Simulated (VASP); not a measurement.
# BeSe (F-43m) in VASP: settings compared

BeSe is run at these levels: PBEsol, LDA, PBE, r2SCAN; tasks: single point.

Program: VASP 6.6.1. These are calculated values, not measurements. Logs are shortened: lines on timing, memory, paths and dates and some standing lists are left out, and cuts for length are marked.

## 1. The cell of the first run

The structure is cubic, space group F-43m (No. 216). Conventional cell: a = 5.129 Å, b = 5.129 Å, c = 5.129 Å, α = 90.00°, β = 90.00°, γ = 90.00°. Be (site symmetry -43m) has 4 Se at 2.22 Å within 2.9 Å. Se (site symmetry -43m) has 4 Be at 2.22 Å within 2.9 Å.

## 2. Single point, PBEsol

Contents of INCAR:

```
SYSTEM = BeSe
ALGO     = Normal         ! electronic algorithm
EDIFF    = 1E-6           ! SCF threshold, eV
ENCUT    = 600            ! plane-wave cutoff, eV
GGA      = PS             ! functional
GGA_COMPAT= .False.      
ISIF     = 2              ! what is computed and relaxed
ISMEAR   = -1             ! smearing method
LASPH    = .True.         ! aspherical terms in the spheres
LCHARG   = .True.         ! write CHGCAR
LELF     = .True.         ! ELF
LREAL    = .False.        ! projectors in reciprocal space
LVHAR    = .True.       
LWAVE    = .False.        ! write WAVECAR
NBANDS   = 11             ! bands
NELM     = 120            ! most SCF steps
PREC     = Accurate       ! precision mode
SIGMA    = 0.02           ! smearing width, eV
```

Contents of KPOINTS:

```
k-points
0
Gamma
  8 8 8
  0 0 0
```

Contents of POSCAR:

```
BeSe
1.0
    0.0000000000      2.5642998128      2.5642998128
    2.5642998128      0.0000000000      2.5642998128
    2.5642998128      2.5642998128      0.0000000000
Be Se
1 1
Direct
    0.0000000000      0.0000000000      0.0000000000
    0.2500000000      0.2500000000      0.2500000000
```

Potentials or basis: VASP PAW PBE potentials, release 64 (Be, Se).

Run with:

```sh
$ cat potpaw_PBE.64/Be/POTCAR potpaw_PBE.64/Se/POTCAR > POTCAR
$ mpirun -np 1 vasp_std > vasp.out
```

OUTCAR:

```text
SYSTEM = BeSe
   EDIFF = 1E-6
   ENCUT = 600
   GGA = PS
   ISIF = 2
   ISMEAR = -1
   LASPH = .True.
   LREAL = .False.
   NELM = 120
   PREC = Accurate

 ion  position               nearest neighbor table
   1  0.000  0.000  0.000-   2 2.22   2 2.22   2 2.22   2 2.22
   2  0.250  0.250  0.250-   1 2.22   1 2.22   1 2.22   1 2.22

  LATTYP: Found a face centered cubic cell.
 ALAT       =     5.1285996256

  Lattice vectors:

 A1 = (   0.0000000000,   2.5642998128,   2.5642998128)
 A2 = (   2.5642998128,   0.0000000000,   2.5642998128)
 A3 = (   2.5642998128,   2.5642998128,   0.0000000000)

Analysis of symmetry for initial positions (statically):
=====================================================================
 Subroutine PRICEL returns:
 Original cell was already a primitive cell.

 Routine SETGRP: Setting up the symmetry group for a
 face centered cubic supercell.

 Subroutine GETGRP returns: Found 24 space group operations
 (whereof 24 operations were pure point group operations)
 out of a pool of 48 trial point group operations.

The static configuration has the point symmetry T_d .

Analysis of symmetry for dynamics (positions and initial velocities):
=====================================================================
 Subroutine PRICEL returns:
 Original cell was already a primitive cell.

 Routine SETGRP: Setting up the symmetry group for a
 face centered cubic supercell.

 Subroutine GETGRP returns: Found 24 space group operations
 (whereof 24 operations were pure point group operations)
 out of a pool of 48 trial point group operations.

The dynamic configuration has the point symmetry T_d .

 Subroutine INISYM returns: Found 24 space group operations
 (whereof 24 operations are pure point group operations),
 and found     1 'primitive' translations

----------------------------------------------------------------------------------------

                                     Primitive cell

  volume of cell :      33.7238

  direct lattice vectors                    reciprocal lattice vectors
     0.000000000  2.564299813  2.564299813    -0.194985000  0.194985000  0.194985000
     2.564299813  0.000000000  2.564299813     0.194985000 -0.194985000  0.194985000
     2.564299813  2.564299813  0.000000000     0.194985000  0.194985000 -0.194985000

  length of vectors
     3.626467573  3.626467573  3.626467573     0.337723927  0.337723927  0.337723927

  position of ions in fractional coordinates (direct lattice)
     0.000000000  0.000000000  0.000000000
     0.250000000  0.250000000  0.250000000

  ion indices of the primitive-cell ions
   primitive index   ion index
                 1           1
                 2           2

----------------------------------------------------------------------------------------

 KPOINTS: k-points

Automatic generation of k-mesh.
 Grid dimensions read from file:
 generate k-points for:    8    8    8

 Generating k-lattice:

  Cartesian coordinates                     Fractional coordinates (reciprocal lattice)
    -0.024373125  0.024373125  0.024373125     0.125000000  0.000000000  0.000000000
     0.024373125 -0.024373125  0.024373125     0.000000000  0.125000000  0.000000000
     0.024373125  0.024373125 -0.024373125     0.000000000  0.000000000  0.125000000

  Length of vectors
     0.042215491  0.042215491  0.042215491

  Shift w.r.t. Gamma in fractional coordinates (k-lattice)
     0.000000000  0.000000000  0.000000000

 Subroutine IBZKPT returns following result:
 ===========================================

 Found     29 irreducible k-points:

 Following reciprocal coordinates:
            Coordinates               Weight
  0.000000  0.000000  0.000000      1.000000
  0.125000  0.000000  0.000000      8.000000
  0.250000  0.000000  0.000000      8.000000
  0.375000  0.000000  0.000000      8.000000
  0.500000  0.000000  0.000000      4.000000
  0.125000  0.125000  0.000000      6.000000
[... 16 lines left out ...]
  0.500000  0.250000  0.125000     48.000000
 -0.375000  0.250000  0.125000     24.000000
 [... further k-points ...]
   k-points           NKPTS =     29   k-points in BZ     NKDIM =     29   number of bands    NBANDS=     11
   number of dos      NEDOS =    301   number of ions     NIONS =      2
   total plane-waves  NPLWV =  27000
   dimension x,y,z NGX =    30 NGY =   30 NGZ =   30
   dimension x,y,z NGXF=    60 NGYF=   60 NGZF=   60
   ions per type =               1   1
   NGX,Y,Z   is equivalent  to a cutoff of  13.75, 13.75, 13.75 a.u.
   NGXF,Y,Z  is equivalent  to a cutoff of  27.51, 27.51, 27.51 a.u.
 SYSTEM =  BeSe
   PREC   = accura    normal or accurate (medium, high low for compatibility)
   ISTART =      0    job   : 0-new  1-cont  2-samecut
   ICHARG =      2    charge: 1-file 2-atom 10-const
   ISPIN  =      1    spin polarized calculation?
   LNONCOLLINEAR =      F non collinear calculations
   LSORBIT =      F    spin-orbit coupling
   LASPH  =      T    aspherical Exc in radial PAW
   ENCUT  =  600.0 eV  44.10 Ry    6.64 a.u.   7.24  7.24  7.24*2*pi/ulx,y,z
   NELM   =    120;   NELMIN=  2; NELMDL= -5     # of ELM steps
   EDIFF  = 0.1E-05   stopping-criterion for ELM
   LREAL  =      F    real-space projection
   EDIFFG = 0.1E-04   stopping-criterion for IOM
   NSW    =      0    number of steps for IOM
   IBRION =     -1    ionic relax: 0-MD 1-quasi-New 2-CG
   NFREE  =      0    steps in history (QN), initial steepest desc. (CG)
   ISIF   =      2    stress and relaxation
   ISYM   =      2    0-nonsym 1-usesym 2-fastsym
   POTIM  = 0.5000    time-step for ionic-motion
   TEBEG  =    0.0;   TEEND  =   0.0 temperature during run
   PSTRESS=    0.0 pullay stress
   NELECT =       8.0000    total number of electrons
   NUPDOWN=      -1.0000    fix difference up-down
   EMIN   =  10.00;   EMAX   =-10.00  energy-range for DOS
   EFERMI =   0.00;   METHOD = LEGACY
   ISMEAR =    -1;   SIGMA  =   0.02  broadening in eV -4-tet -1-fermi 0-gaus
   EFERMI_NEDOS =   21; number of points for ismear=-14 and -15
   IALGO  =     38    algorithm
   IMIX   =      4    mixing-type and parameters
     AMIX     =   0.40;   BMIX     =  1.00
     AMIX_MAG =   1.60;   BMIX_MAG =  1.00
  volume/ion in A,a.u.               =      16.86       113.79
  Fermi-wavevector in a.u.,A,eV,Ry     =   1.013428  1.915100 13.973664  1.027035
  Thomas-Fermi vector in A             =   2.146596
   LORBIT       =      0    0 simple, 1 ext, 2 COOP (PROOUT), +10 PAW based schemes
   GGA     = PS    functional components
   LHFCALC =     F    Hartree Fock is set to
   AEXX    =    0.0000 exact exchange contribution
   IVDW    =     0    specifies the selected vdW correction
   LEPSILON=     F    determine dielectric tensor
   LRPA    =     F    only Hartree local field effects (RPA)
 non-spin polarized calculation
  energy-cutoff  :      600.00
  volume of cell :       33.72
 maximum number of plane-waves:      1158
 NGX is ok and might be reduce to    30
   NGX = 15   NGY = 15   NGZ = 15

 number of electron       8.0000000 magnetization

 Free energy of the ion-electron system (eV)
  ---------------------------------------------------
  ext. energy  EPLUGINS =         0.00000000
  ---------------------------------------------------
  free energy    TOTEN  =        -9.44952802 eV

  energy without entropy =       -9.44952802  energy(sigma->0) =       -9.44952802

 E-fermi :   3.8141     XC(G=0):  -9.6251

 val. band max:        3.3690336799   @ k =   0.0000   0.0000   0.0000
 cond. band min:       5.8190595012   @ k =   0.5000   0.5000   0.0000
 fundamental gap:      2.4500258213
 Fermi energy:         3.8141105886

 k-point     1 :       0.0000    0.0000    0.0000
  band No.  band energies     occupation
      1     -10.5203      2.00000
      2       3.3690      2.00000
      3       3.3690      2.00000
      4       3.3690      2.00000
      5       7.6577      0.00000
      6       8.3437      0.00000
      7       8.3437      0.00000
      8       8.3437      0.00000
      9      15.3040      0.00000
     10      15.8847      0.00000
     11      15.8847      0.00000

 k-point     2 :       0.1250    0.0000    0.0000
  band No.  band energies     occupation
      1     -10.3639      2.00000
      2       2.0244      2.00000
      3       3.1533      2.00000
      4       3.1533      2.00000
      5       7.8735      0.00000
      6       8.6982      0.00000
      7       8.6982      0.00000
      8       9.4948      0.00000
      9      14.9015      0.00000
     10      14.9015      0.00000
     11      15.4502      0.00000

 k-point     3 :       0.2500    0.0000    0.0000
  band No.  band energies     occupation
      1      -9.9374      2.00000
      2      -0.1024      2.00000
      3       2.7315      2.00000
      4       2.7315      2.00000
      5       7.7971      0.00000
      6       9.2435      0.00000
      7       9.2435      0.00000
      8      11.6780      0.00000
      9      14.5764      0.00000
     10      14.5764      0.00000
     11      15.2787      0.00000

 k-point     4 :       0.3750    0.0000    0.0000
  band No.  band energies     occupation
      1      -9.4091      2.00000
      2      -1.7835      2.00000
      3       2.3965      2.00000
      4       2.3965      2.00000
      5       7.6980      0.00000
      6       9.3388      0.00000
      7       9.3388      0.00000
      8      13.0118      0.00000
      9      15.6880      0.00000
     10      15.8680      0.00000
     11      15.8680      0.00000
[... 239 lines left out ...]
 k-point    22 :       0.3750    0.2500    0.1250
  band No.  band energies     occupation
      1      -9.5913      2.00000
      2      -0.3571      2.00000
      3       1.1308      2.00000
      4       2.1760      2.00000
      5       8.0928      0.00000
      6       9.6908      0.00000
      7      10.1064      0.00000
      8      11.2011      0.00000
      9      14.1762      0.00000
     10      16.5879      0.00000
     11      17.4875      0.00000

 k-point    23 :       0.5000    0.2500    0.1250
  band No.  band energies     occupation
      1      -9.1309      2.00000
      2      -1.4405      2.00000
      3       0.5685      2.00000
      4       1.6996      2.00000
      5       8.5714      0.00000
      6       9.3694      0.00000
      7      10.9052      0.00000
      8      11.8839      0.00000
      9      15.2673      0.00000
     10      16.1799      0.00000
     11      18.6423      0.00000

 k-point    24 :      -0.3750    0.2500    0.1250
  band No.  band energies     occupation
      1      -8.9062      2.00000
      2      -1.9423      2.00000
      3       0.4577      2.00000
      4       1.4579      2.00000
      5       8.7573      0.00000
      6       9.0321      0.00000
      7      11.7033      0.00000
      8      13.0186      0.00000
      9      13.6797      0.00000
     10      17.8973      0.00000
     11      17.9914      0.00000

 [... further k-points ...]
[... 5 lines left out ...]
  --------------------------------------------------------------------------------------
  -------------------------------------------------------------------------------------
  Total        0.0694961      0.0694961      0.0694961      0.0000000      0.0000000      0.0000000
  in kB        3.3016780      3.3016780      3.3016780      0.0000000      0.0000000      0.0000000
  external PRESSURE =       3.3016780 kB  Pullay stress =       0.0000000 kB

 VOLUME and BASIS-vectors are now :
 -----------------------------------------------------------------------------
  energy-cutoff  :      600.00
  volume of cell :       33.72
      direct lattice vectors                 reciprocal lattice vectors
     0.000000000  2.564299813  2.564299813    -0.194985000  0.194985000  0.194985000
     2.564299813  0.000000000  2.564299813     0.194985000 -0.194985000  0.194985000
     2.564299813  2.564299813  0.000000000     0.194985000  0.194985000 -0.194985000

 POSITION                                       TOTAL-FORCE (eV/Angst)
 -----------------------------------------------------------------------------------
      0.00000      0.00000      0.00000         0.000000      0.000000      0.000000
      1.28215      1.28215      1.28215        -0.000000     -0.000000     -0.000000
 -----------------------------------------------------------------------------------
    total drift:                                0.000000      0.000000      0.000000

  FREE ENERGIE OF THE ION-ELECTRON SYSTEM (eV)
  ---------------------------------------------------
  free  energy   TOTEN  =        -9.4495280162 eV

  energy  without entropy=       -9.4495280162  energy(sigma->0) =       -9.44952802
```

It took 13 s on 1 thread of Intel Xeon Platinum 8259CL at 2.50GHz (Skylake/Cascade Lake), shared host; peak memory 0.17 GiB.

What came out:

- Free energy: -9.4495 eV
- Pressure: 0.3 GPa
- Band gap on the k mesh: 2.45 eV, indirect (least direct gap 4.29 eV)

Caveat: the PAW data sets were made with another functional, which shifts forces and pressure a little. A k mesh can miss the band edges.

(Continued in part 2 of 2.)
